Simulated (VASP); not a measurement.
Crystal: Be4Te3S.

```
S Be Te
1.0
     5.07837    0.00000    0.00000
     0.00000    5.07837    0.00000
     0.00000    0.00000    5.07837
S Be Te
1 4 3
Direct
  0.00000 0.00000 0.00000
  0.75000 0.75000 0.75000
  0.25000 0.25000 0.75000
  0.25000 0.75000 0.25000
  0.75000 0.25000 0.25000
  0.50000 0.50000 0.00000
  0.50000 0.00000 0.50000
  0.00000 0.50000 0.50000
```

```yaml
Program: VASP 6.6.1
Task: relaxation of cell and atoms
Functional: PBE
Potentials_or_basis: VASP PAW PBE potentials, release 64 (S, Be, Te)
Cutoff: 600 eV
k_mesh: 4 × 4 × 4
Occupations: fermi-dirac, width 0.02 eV
Spin: no spin polarisation
```

At the start: pressure 24.8 GPa; volume 16.37 Å³/atom.

How do energy, volume and symmetry change on relaxing?

Over 8 steps the energy falls by 349.4 meV/atom and the volume is 20.51 Å³/atom (+25.3 %); space group P-43m (No. 215, to 0.05 Å).

The path:
| step | energy change (eV) | largest force (eV/Å) | pressure (GPa) | volume (Å³) |
| --- | --- | --- | --- | --- |
| 1 | 0.0000 | 2.2987 | 24.80 | 130.97 |
| 2 | -2.3403 | 0.2693 | -5.80 | 185.12 |
| 3 | -2.6649 | 0.6730 | -0.75 | 167.52 |
| 4 | -2.7419 | 0.4526 | -0.38 | 165.89 |
| 5 | -2.7939 | 0.0117 | 0.38 | 163.12 |
| 6 | -2.7940 | 0.0297 | 0.36 | 163.22 |
| 7 | -2.7949 | 0.0100 | -0.15 | 164.50 |
| 8 | -2.7951 | 0.0018 | 0.00 | 164.12 |

Final structure:
```
S Be Te
1.0
     5.47501    0.00000    0.00000
     0.00000    5.47501    0.00000
     0.00000    0.00000    5.47501
S Be Te
1 4 3
Direct
  0.00000 0.00000 0.00000
  0.76828 0.76828 0.76828
  0.23172 0.23172 0.76828
  0.23172 0.76828 0.23172
  0.76828 0.23172 0.23172
  0.50000 0.50000 0.00000
  0.50000 0.00000 0.50000
  0.00000 0.50000 0.50000
```

Caveat: the volume moved by over 15 % at a fixed basis, so the end points are rough.
